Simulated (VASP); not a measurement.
# BaTiO3 (P4/mmm) in VASP: single point with LDA

Aim: the single point of BaTiO3 with LDA.

All numbers are computed with VASP 6.6.1; they aren't measurements. Logs are shortened: lines on timing, memory, paths and dates and some standing lists are left out, and cuts for length are marked.

## Step 1: The cell of the first run

The structure is tetragonal, space group P4/mmm (No. 123). Conventional cell: a = 4.000 Å, b = 4.000 Å, c = 4.018 Å, α = 90.00°, β = 90.00°, γ = 90.00°. Ba (site symmetry 4/mmm) has 12 O at 2.83 Å and 8 Ti at 3.47 Å within 3.7 Å. Within 2.6 Å of Ti (site symmetry 4/mmm) lie 6 O at 2.00 to 2.01 Å. O (site symmetry 4/mmm) has 2 Ti at 2.01 Å within 2.7 Å. Within 2.6 Å of O (site symmetry mmm) lie 2 Ti at 2.00 Å.

## Step 2: Single point, LDA

The input, INCAR:

```
SYSTEM = BaTiO3
PREC     = Accurate       ! precision mode
ENCUT    = 910            ! plane-wave cutoff, eV
EDIFF    = 1E-6           ! SCF threshold, eV
ISMEAR   = -1             ! smearing method
SIGMA    = 0.02           ! smearing width, eV
LREAL    = .False.        ! projectors in reciprocal space
LASPH    = .True.         ! aspherical terms in the spheres
NELM     = 120            ! most SCF steps
ALGO     = Normal         ! electronic algorithm
ISIF     = 2              ! what is computed and relaxed
LWAVE    = .False.        ! write WAVECAR
LCHARG   = .True.         ! write CHGCAR
GGA      = CA             ! functional
LELF     = .True.         ! ELF
LVHAR    = .True.       
NBANDS   = 28             ! bands
GGA_COMPAT= .False.
```

The input, KPOINTS:

```
regular mesh
0
Gamma
  6 6 6
  0 0 0
```

The input, POSCAR:

```
BaTiO3
1.0
    3.9998000000      0.0000000000      0.0000000000
    0.0000000000      3.9998000000      0.0000000000
    0.0000000000      0.0000000000      4.0180000000
Ba Ti O
1 1 3
Direct
    0.0000000000      0.0000000000      0.0000000000
    0.5000000000      0.5000000000      0.5000000000
    0.5000000000      0.5000000000      0.0000000000
    0.5000000000      0.0000000000      0.5000000000
    0.0000000000      0.5000000000      0.5000000000
```

Potentials or basis: VASP PAW LDA potentials, release 64 (Ba_sv, Ti_sv, O_h).

On the command line:

```console
$ cat potpaw_LDA.64/Ba_sv/POTCAR potpaw_LDA.64/Ti_sv/POTCAR potpaw_LDA.64/O_h/POTCAR > POTCAR
$ mpirun -np 1 vasp_std > vasp.out
```

OUTCAR:

```text
SYSTEM = BaTiO3
   PREC = Accurate
   ENCUT = 910
   EDIFF = 1E-6
   ISMEAR = -1
   LREAL = .False.
   LASPH = .True.
   NELM = 120
   ISIF = 2
   GGA = CA

 ion  position               nearest neighbor table
   1  0.000  0.000  0.000-   3 2.83   3 2.83   3 2.83   3 2.83   5 2.83   4 2.83   5 2.83   5 2.83
                             5 2.83   4 2.83   4 2.83   4 2.83   2 3.47   2 3.47   2 3.47   2 3.47
   2  0.500  0.500  0.500-   4 2.00   5 2.00   4 2.00   5 2.00   3 2.01   3 2.01   1 3.47   1 3.47
                             1 3.47   1 3.47   1 3.47   1 3.47   1 3.47   1 3.47
   3  0.500  0.500  0.000-   2 2.01   2 2.01   1 2.83   1 2.83   1 2.83   1 2.83
   4  0.500  0.000  0.500-   2 2.00   2 2.00   1 2.83   1 2.83   1 2.83   1 2.83
   5  0.000  0.500  0.500-   2 2.00   2 2.00   1 2.83   1 2.83   1 2.83   1 2.83

  LATTYP: Found a simple tetragonal cell.
 ALAT       =     3.9998000000
 C/A-ratio  =     1.0045502275

  Lattice vectors:

 A1 = (   3.9998000000,   0.0000000000,   0.0000000000)
 A2 = (   0.0000000000,   3.9998000000,   0.0000000000)
 A3 = (   0.0000000000,   0.0000000000,   4.0180000000)

Analysis of symmetry for initial positions (statically):
=====================================================================
 Subroutine PRICEL returns:
 Original cell was already a primitive cell.

 Routine SETGRP: Setting up the symmetry group for a
 simple tetragonal supercell.

 Subroutine GETGRP returns: Found 16 space group operations
 (whereof 16 operations were pure point group operations)
 out of a pool of 16 trial point group operations.

The static configuration has the point symmetry D_4h.

Analysis of symmetry for dynamics (positions and initial velocities):
=====================================================================
 Subroutine PRICEL returns:
 Original cell was already a primitive cell.

 Routine SETGRP: Setting up the symmetry group for a
 simple tetragonal supercell.

 Subroutine GETGRP returns: Found 16 space group operations
 (whereof 16 operations were pure point group operations)
 out of a pool of 16 trial point group operations.

The dynamic configuration has the point symmetry D_4h.

 Subroutine INISYM returns: Found 16 space group operations
 (whereof 16 operations are pure point group operations),
 and found     1 'primitive' translations

----------------------------------------------------------------------------------------

                                     Primitive cell

  volume of cell :      64.2816

  direct lattice vectors                    reciprocal lattice vectors
     3.999800000  0.000000000  0.000000000     0.250012501  0.000000000  0.000000000
     0.000000000  3.999800000  0.000000000     0.000000000  0.250012501  0.000000000
     0.000000000  0.000000000  4.018000000     0.000000000  0.000000000  0.248880040

  length of vectors
     3.999800000  3.999800000  4.018000000     0.250012501  0.250012501  0.248880040

  position of ions in fractional coordinates (direct lattice)
     0.000000000  0.000000000  0.000000000
     0.500000000  0.500000000  0.500000000
     0.500000000  0.500000000  0.000000000
     0.500000000  0.000000000  0.500000000
     0.000000000  0.500000000  0.500000000

  ion indices of the primitive-cell ions
   primitive index   ion index
                 1           1
                 2           2
                 3           3
                 4           4
                 5           5

----------------------------------------------------------------------------------------

 KPOINTS: regular mesh

Automatic generation of k-mesh.
 Grid dimensions read from file:
 generate k-points for:    6    6    6

 Generating k-lattice:

  Cartesian coordinates                     Fractional coordinates (reciprocal lattice)
     0.041668750  0.000000000  0.000000000     0.166666667  0.000000000  0.000000000
     0.000000000  0.041668750  0.000000000     0.000000000  0.166666667  0.000000000
     0.000000000  0.000000000  0.041480007     0.000000000  0.000000000  0.166666667

  Length of vectors
     0.041668750  0.041668750  0.041480007

  Shift w.r.t. Gamma in fractional coordinates (k-lattice)
     0.000000000  0.000000000  0.000000000

 Subroutine IBZKPT returns following result:
 ===========================================

 Found     40 irreducible k-points:

 Following reciprocal coordinates:
            Coordinates               Weight
  0.000000  0.000000  0.000000      1.000000
  0.166667  0.000000  0.000000      4.000000
  0.333333  0.000000  0.000000      4.000000
  0.500000  0.000000  0.000000      2.000000
  0.166667  0.166667  0.000000      4.000000
  0.333333  0.166667  0.000000      8.000000
[... 16 lines left out ...]
  0.333333  0.000000  0.333333      8.000000
  0.500000  0.000000  0.333333      4.000000
 [... further k-points ...]
   k-points           NKPTS =     40   k-points in BZ     NKDIM =     40   number of bands    NBANDS=     28
   number of dos      NEDOS =    301   number of ions     NIONS =      5
   total plane-waves  NPLWV =  64000
   dimension x,y,z NGX =    40 NGY =   40 NGZ =   40
   dimension x,y,z NGXF=    80 NGYF=   80 NGZF=   80
   ions per type =               1   1   3
   NGX,Y,Z   is equivalent  to a cutoff of  16.63, 16.63, 16.55 a.u.
   NGXF,Y,Z  is equivalent  to a cutoff of  33.25, 33.25, 33.10 a.u.
 SYSTEM =  BaTiO3
   PREC   = accura    normal or accurate (medium, high low for compatibility)
   ISTART =      0    job   : 0-new  1-cont  2-samecut
   ICHARG =      2    charge: 1-file 2-atom 10-const
   ISPIN  =      1    spin polarized calculation?
   LNONCOLLINEAR =      F non collinear calculations
   LSORBIT =      F    spin-orbit coupling
   LASPH  =      T    aspherical Exc in radial PAW
   ENCUT  =  910.0 eV  66.88 Ry    8.18 a.u.   9.84  9.84  9.88*2*pi/ulx,y,z
   NELM   =    120;   NELMIN=  2; NELMDL= -5     # of ELM steps
   EDIFF  = 0.1E-05   stopping-criterion for ELM
   LREAL  =      F    real-space projection
   EDIFFG = 0.1E-04   stopping-criterion for IOM
   NSW    =      0    number of steps for IOM
   IBRION =     -1    ionic relax: 0-MD 1-quasi-New 2-CG
   NFREE  =      0    steps in history (QN), initial steepest desc. (CG)
   ISIF   =      2    stress and relaxation
   ISYM   =      2    0-nonsym 1-usesym 2-fastsym
   POTIM  = 0.5000    time-step for ionic-motion
   TEBEG  =    0.0;   TEEND  =   0.0 temperature during run
   PSTRESS=    0.0 pullay stress
   NELECT =      40.0000    total number of electrons
   NUPDOWN=      -1.0000    fix difference up-down
   EMIN   =  10.00;   EMAX   =-10.00  energy-range for DOS
   EFERMI =   0.00;   METHOD = LEGACY
   ISMEAR =    -1;   SIGMA  =   0.02  broadening in eV -4-tet -1-fermi 0-gaus
   EFERMI_NEDOS =   21; number of points for ismear=-14 and -15
   IALGO  =     38    algorithm
   IMIX   =      4    mixing-type and parameters
     AMIX     =   0.40;   BMIX     =  1.00
     AMIX_MAG =   1.60;   BMIX_MAG =  1.00
  volume/ion in A,a.u.               =      12.86        86.76
  Fermi-wavevector in a.u.,A,eV,Ry     =   1.397653  2.641181 26.578078  1.953434
  Thomas-Fermi vector in A             =   2.520888
   LORBIT       =      0    0 simple, 1 ext, 2 COOP (PROOUT), +10 PAW based schemes
   GGA     = CA    functional components
   LHFCALC =     F    Hartree Fock is set to
   AEXX    =    0.0000 exact exchange contribution
   IVDW    =     0    specifies the selected vdW correction
   LEPSILON=     F    determine dielectric tensor
   LRPA    =     F    only Hartree local field effects (RPA)
 non-spin polarized calculation
  energy-cutoff  :      910.00
  volume of cell :       64.28
 maximum number of plane-waves:      4032
 NGX is ok and might be reduce to    40
   NGX = 19   NGY = 19   NGZ = 19

 number of electron      39.9999987 magnetization

 Free energy of the ion-electron system (eV)
  ---------------------------------------------------
  ext. energy  EPLUGINS =         0.00000000
  ---------------------------------------------------
  free energy    TOTEN  =       -44.12097346 eV

  energy without entropy =      -44.12097346  energy(sigma->0) =      -44.12097346

 E-fermi :   4.4845     XC(G=0): -11.7296

 val. band max:        3.8696401971   @ k =   0.5000   0.5000   0.5000
 cond. band min:       5.5163305281   @ k =   0.0000   0.0000   0.0000
 fundamental gap:      1.6466903310
 Fermi energy:         4.4844699731

 k-point     1 :       0.0000    0.0000    0.0000
  band No.  band energies     occupation
      1     -52.0310      2.00000
      2     -28.6443      2.00000
      3     -28.6443      2.00000
      4     -28.6418      2.00000
      5     -20.7947      2.00000
      6     -12.7101      2.00000
[... 20 lines left out ...]
     27       8.7795      0.00000
     28      11.0387      0.00000

 k-point     2 :       0.1667    0.0000    0.0000
  band No.  band energies     occupation
      1     -52.0307      2.00000
      2     -28.6579      2.00000
      3     -28.6438      2.00000
      4     -28.6412      2.00000
      5     -20.7645      2.00000
      6     -12.7309      2.00000
[... 20 lines left out ...]
     27       9.3080      0.00000
     28      11.7000      0.00000

 k-point     3 :       0.3333    0.0000    0.0000
  band No.  band energies     occupation
      1     -52.0302      2.00000
      2     -28.6849      2.00000
      3     -28.6427      2.00000
      4     -28.6402      2.00000
      5     -20.7028      2.00000
      6     -12.8638      2.00000
[... 20 lines left out ...]
     27      10.5671      0.00000
     28      12.0857      0.00000

 k-point     4 :       0.5000    0.0000    0.0000
  band No.  band energies     occupation
      1     -52.0299      2.00000
      2     -28.6983      2.00000
      3     -28.6421      2.00000
      4     -28.6396      2.00000
      5     -20.6713      2.00000
      6     -12.9535      2.00000
[... 578 lines left out ...]
     27      11.0756      0.00000
     28      12.5160      0.00000

 k-point    23 :       0.3333    0.0000    0.3333
  band No.  band energies     occupation
      1     -52.0294      2.00000
      2     -28.6826      2.00000
      3     -28.6777      2.00000
      4     -28.6412      2.00000
      5     -20.6377      2.00000
      6     -12.5930      2.00000
[... 20 lines left out ...]
     27      12.2635      0.00000
     28      12.4194      0.00000

 k-point    24 :       0.5000    0.0000    0.3333
  band No.  band energies     occupation
      1     -52.0292      2.00000
      2     -28.6957      2.00000
      3     -28.6769      2.00000
      4     -28.6407      2.00000
      5     -20.6146      2.00000
      6     -12.5340      2.00000
[... 20 lines left out ...]
     27      11.9880      0.00000
     28      13.2738      0.00000

 [... further k-points ...]

------------------------ aborting loop because EDIFF is reached ----------------------------------------

  FORCE on cell =-STRESS in cart. coord.  units (eV):
  Direction    XX          YY          ZZ          XY          YZ          ZX
  --------------------------------------------------------------------------------------
  -------------------------------------------------------------------------------------
  Total       -2.9237698     -2.9237698     -3.2563331      0.0000000     -0.0000000      0.0000000
  in kB      -72.8731044    -72.8731044    -81.1620338      0.0000000     -0.0000000      0.0000000
  external PRESSURE =     -75.6360809 kB  Pullay stress =       0.0000000 kB

 VOLUME and BASIS-vectors are now :
 -----------------------------------------------------------------------------
  energy-cutoff  :      910.00
  volume of cell :       64.28
      direct lattice vectors                 reciprocal lattice vectors
     3.999800000  0.000000000  0.000000000     0.250012501  0.000000000  0.000000000
     0.000000000  3.999800000  0.000000000     0.000000000  0.250012501  0.000000000
     0.000000000  0.000000000  4.018000000     0.000000000  0.000000000  0.248880040

 POSITION                                       TOTAL-FORCE (eV/Angst)
 -----------------------------------------------------------------------------------
      0.00000      0.00000      0.00000         0.000000      0.000000      0.000000
      1.99990      1.99990      2.00900         0.000000      0.000000      0.000000
      1.99990      1.99990      0.00000         0.000000      0.000000      0.000000
      1.99990      0.00000      2.00900         0.000000      0.000000      0.000000
      0.00000      1.99990      2.00900         0.000000      0.000000      0.000000
 -----------------------------------------------------------------------------------
    total drift:                                0.000000      0.000000     -0.000000

  FREE ENERGIE OF THE ION-ELECTRON SYSTEM (eV)
  ---------------------------------------------------
  free  energy   TOTEN  =       -44.1209734577 eV

  energy  without entropy=      -44.1209734577  energy(sigma->0) =      -44.12097346
```

Wall time 4.2 min (1 thread of Intel Xeon Platinum 8259CL at 2.50GHz (Skylake/Cascade Lake), shared host); peak memory 0.3 GiB.

What came out:

```yaml
Free_energy: -44.1210 eV
Pressure: -7.6 GPa
Band_gap_on_the_k_mesh: 1.65 eV (least direct gap 1.79 eV)
```

Stress tensor (GPa, compression positive):
```
-7.29  0.00  0.00
 0.00 -7.29  0.00
 0.00  0.00 -8.12
```

Levels at points of the mesh, in eV from the valence-band top:
| k point | band 16 | band 17 | band 18 | band 19 | band 20 | band 21 | band 22 | band 23 | band 24 | band 25 |
| --- | --- | --- | --- | --- | --- | --- | --- | --- | --- | --- |
| (0.00, 0.00, 0.00) | -1.11 | -1.11 | -0.15 | -0.15 | -0.15 | 1.65 | 1.65 | 1.66 | 3.90 | 3.94 |
| (0.50, 0.00, 0.00) | -1.97 | -1.88 | -1.88 | -0.73 | -0.73 | 1.81 | 3.45 | 3.45 | 3.92 | 5.94 |
| (0.50, 0.50, 0.00) | -2.77 | -1.74 | -0.85 | -0.85 | -0.09 | 3.46 | 3.46 | 3.87 | 4.74 | 7.70 |
| (0.00, 0.00, 0.50) | -1.97 | -1.83 | -1.83 | -0.72 | -0.72 | 1.82 | 3.41 | 3.41 | 3.95 | 5.92 |
| (0.50, 0.00, 0.50) | -2.73 | -1.74 | -0.89 | -0.89 | -0.10 | 3.42 | 3.46 | 3.85 | 4.79 | 7.65 |
| (0.50, 0.50, 0.50) | -2.40 | -2.40 | -0.01 | -0.01 | 0.00 | 4.12 | 4.12 | 4.14 | 6.63 | 6.63 |

Caveat: the cutoff is under 1.25 times the usual one of these potentials, so pressure, stress and relaxed cells hold a basis-set (Pulay) error; the cell stands under tension; spin-orbit coupling is left out, which moves the levels of the heavy elements. A k mesh can miss the band edges.
